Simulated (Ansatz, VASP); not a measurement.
# One calculation of SnTe3, two programs

```xyz
4
Lattice="0.0000 3.9116 3.9116 3.9116 0.0000 3.9116 3.9116 3.9116 0.0000" Properties=species:S:1:pos:R:3 pbc="T T T"
Sn    0.0000    0.0000    0.0000
Te    1.9558    1.9558    1.9558
Te    5.8674    5.8674    5.8674
Te    3.9116    3.9116    3.9116
```

Alike in both runs: functional RPBE; k mesh 4 × 4 × 4; occupations fermi-dirac, width 0.1 eV; no spin polarisation.

Ansatz relaxed the structure, and its values are those at the end. VASP's run is a single point on that final structure, the one shown.

|  | VASP | Ansatz |
| --- | --- | --- |
| version | VASP 6.6.1 | Ansatz 0.2.0 |
| potentials or method | VASP PAW PBE potentials, release 64 (Sn_d, Te) | plane waves, PAW |
| plane-wave cutoff (eV) | 500 | 420 |
| valence electrons in the cell | 32 | 62 |

VASP gave:

```
pressure (GPa) : -0.1
```

Q: Which values does Ansatz return?

A: Pressure (GPa): 0.0.

VASP's potentials were made for PBE, not for RPBE. VASP's potentials hold 32 valence electrons a cell and Ansatz's 62, so a difference there can come from the potentials and not from the codes.

Neither program's run includes spin-orbit coupling.
